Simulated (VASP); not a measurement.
Set up this calculation in VASP 6.6.1, as the native input.

| Quantity | Value |
| --- | --- |
| Task | single point |
| Functional | LDA |
| Potentials or basis | VASP PAW LDA potentials, release 64 (C) |
| Cutoff | 520 eV |
| k mesh | 12 × 12 × 12 |
| Occupations | gaussian, width 0.05 eV |
| Spin | no spin polarisation |
| Dipole correction | no |
| Further INCAR settings | ALGO = Normal; EDIFF = 1e-07; NBANDS = 11 |

The structure of C lies in POSCAR:

```
C
1.0
    0.0000000000      1.8474369740      1.7348691297
    1.7150042160      0.0000000000      1.7348691297
    1.7150042160      1.8474369740      0.0000000000
C
2
Direct
    0.5000000000      0.5000000000      0.5000000000
    0.7500000000      0.7500000000      0.7500000000
```

This cell differs from its parent crystal: strain +e along x and -e along y -0.0375, strain +e along z and -e/2 along x and y -0.0175.

The input as run:

INCAR

```
SYSTEM = C
ALGO = Normal ; EDIFF = 1E-7
ENCUT = 520 ; GGA = CA
ISIF = 2 ; ISMEAR = 0
LASPH = .TRUE. ; LCHARG = .FALSE.
LREAL = .FALSE. ; LWAVE = .FALSE.
NBANDS = 11 ; NELM = 60
PREC = Accurate ; SIGMA = 0.05
```

KPOINTS

```
k-points
0
G
  12 12 12
  0 0 0
```

Potentials or basis: VASP PAW LDA potentials, release 64 (C).

The run is started by

```sh
$ cat potpaw_LDA.64/C/POTCAR > POTCAR
$ mpirun -np 1 vasp_std > vasp.out
```

It gave:

The pressure is 2.6 GPa. The band gap on the k mesh is 3.11 eV, indirect (least direct gap 4.87 eV).

Caveat: the cell differs from its parent crystal (strain +e along x and -e along y -0.0375, strain +e along z and -e/2 along x and y -0.0175).

It took 15 s on 1 thread of Intel(R) Xeon(R) Platinum 8488C (Sapphire Rapids), with other jobs on the host, peak memory 0.13 GiB.
